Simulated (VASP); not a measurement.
# Tl (Fd-3m) in VASP: a series of runs, part 2 of 2

VASP 6.6.1. Earlier steps stand in the parts before.

**4. Single point, PBEsol**

This run uses another cell than the first one, of 40.67 Å³/atom.

INCAR reads:

```
PREC     = Accurate       # precision mode
ENCUT    = 520            # plane-wave cutoff, eV
EDIFF    = 1E-6           # SCF threshold, eV
ISMEAR   = -1             # smearing method
SIGMA    = 0.1            # smearing width, eV
LREAL    = F              # projectors in reciprocal space
LASPH    = T              # aspherical terms in the spheres
NELM     = 100            # most SCF steps
ALGO     = Normal         # electronic algorithm
ISIF     = 2              # what is computed and relaxed
LWAVE    = F              # write WAVECAR
LCHARG   = T              # write CHGCAR
GGA      = PS             # functional
LELF     = T              # ELF
LVHAR    = T            
NBANDS   = 20             # bands
```

KPOINTS reads:

```
regular mesh
0
Gamma
  10 10 10
```

POSCAR reads:

```
Tl
1.0
    0.0000000000      3.4388846250      3.4388846250
    3.4388846250      0.0000000000      3.4388846250
    3.4388846250      3.4388846250      0.0000000000
Tl
2
Direct
   -0.1250000000     -0.1250000000     -0.1250000000
    0.1250000000      0.1250000000      0.1250000000
```

Potentials or basis: VASP PAW PBE potentials, release 64 (Tl_d).

Launch:

```console
> cat potpaw_PBE.64/Tl_d/POTCAR > POTCAR
> mpirun -np 1 vasp_std > vasp.out
```

OUTCAR:

```text
PREC = Accurate
   ENCUT = 520
   EDIFF = 1E-6
   ISMEAR = -1
   LREAL = F
   LASPH = T
   NELM = 100
   ISIF = 2
   GGA = PS

 ion  position               nearest neighbor table
   1  0.875  0.875  0.875-   2 2.98   2 2.98   2 2.98   2 2.98
   2  0.125  0.125  0.125-   1 2.98   1 2.98   1 2.98   1 2.98

  LATTYP: Found a face centered cubic cell.
 ALAT       =     6.8777692500

  Lattice vectors:

[... 187 lines left out ...]
  band No.  band energies     occupation
      1      -8.6826      2.00000
      2      -8.6826      2.00000
      3      -8.6826      2.00000
      4      -8.5950      2.00000
      5      -8.5950      2.00000
      6      -7.9661      2.00000
[... 541 lines left out ...]
     19      12.2312      0.00000
     20      13.1169      0.00000

 [... further k-points ...]
[... 5 lines left out ...]
  --------------------------------------------------------------------------------------
  -------------------------------------------------------------------------------------
  Total       -0.0207469     -0.0207469     -0.0207469      0.0000000      0.0000000      0.0000000
  in kB       -0.4086770     -0.4086770     -0.4086770      0.0000000      0.0000000      0.0000000
  external PRESSURE =      -0.4086770 kB  Pullay stress =       0.0000000 kB

 VOLUME and BASIS-vectors are now :
 -----------------------------------------------------------------------------
  energy-cutoff  :      520.00
  volume of cell :       81.34
      direct lattice vectors                 reciprocal lattice vectors
     0.000000000  3.438884625  3.438884625    -0.145395980  0.145395980  0.145395980
     3.438884625  0.000000000  3.438884625     0.145395980 -0.145395980  0.145395980
     3.438884625  3.438884625  0.000000000     0.145395980  0.145395980 -0.145395980

 POSITION                                       TOTAL-FORCE (eV/Angst)
 -----------------------------------------------------------------------------------
      6.01805      6.01805      6.01805         0.000000      0.000000      0.000000
      0.85972      0.85972      0.85972        -0.000000     -0.000000     -0.000000
 -----------------------------------------------------------------------------------
    total drift:                                0.000000      0.000000      0.000000

  FREE ENERGIE OF THE ION-ELECTRON SYSTEM (eV)
  ---------------------------------------------------
  free  energy   TOTEN  =        -4.4008446086 eV

  energy  without entropy=       -4.3486754364  energy(sigma->0) =       -4.37476002
```

stdout:

```text
POSCAR found type information on POSCAR Tl
 POSCAR found :  1 types and       2 ions
 scaLAPACK will be used
 -----------------------------------------------------------------------------
|                                                                             |
|                                                                             |
|     You enforced a specific xc type in the INCAR file but a different       |
|     I HOPE YOU KNOW WHAT YOU ARE DOING!                                     |
|                                                                             |
 -----------------------------------------------------------------------------

 LDA part: xc-table for (Slater+PW92), standard interpolation
 POSCAR, INCAR and KPOINTS ok, starting setup
 FFT: planning ... GRIDC
 FFT: planning ... GRID_SOFT
 FFT: planning ... GRID
 WAVECAR not read
 entering main loop
```

It took 31 s on 1 thread of AMD EPYC 9R45 (Zen 5), shared host; peak memory 0.2 GiB.

What came out:

```yaml
Free_energy: -4.4008 eV
Pressure: 0.0 GPa
Band_gap_on_the_k_mesh: zero (bands 13 and 14 overlap by 3.37 eV)
```

Caveat: the PAW data sets were made with another functional, which shifts forces and pressure a little; spin-orbit coupling is left out, which moves the levels of the heavy elements.

**5. Overview**

```csv
cell,gap on the mesh (eV),pressure (GPa)
"a = 4.607 Å, angles 60.0°, 2 atoms",none,4.8
"a = 4.781 Å, angles 60.0°, 2 atoms",none,1.1
"a = 4.863 Å, angles 60.0°, 2 atoms",none,0.0
```

Alike in all rows: task single point; level PBEsol; potentials or basis VASP PAW PBE potentials, release 64 (Tl_d); no spin polarisation; k mesh 10 × 10 × 10; cutoff (eV) 520; smearing fermi-dirac 0.1 eV.

Caveats: the PAW data sets were made with another functional, which shifts forces and pressure a little; spin-orbit coupling is left out, which moves the levels of the heavy elements; the cell stands under pressure (at least some runs).

Total energies depend on the potentials used, so only differences within one code and one set of settings carry meaning.
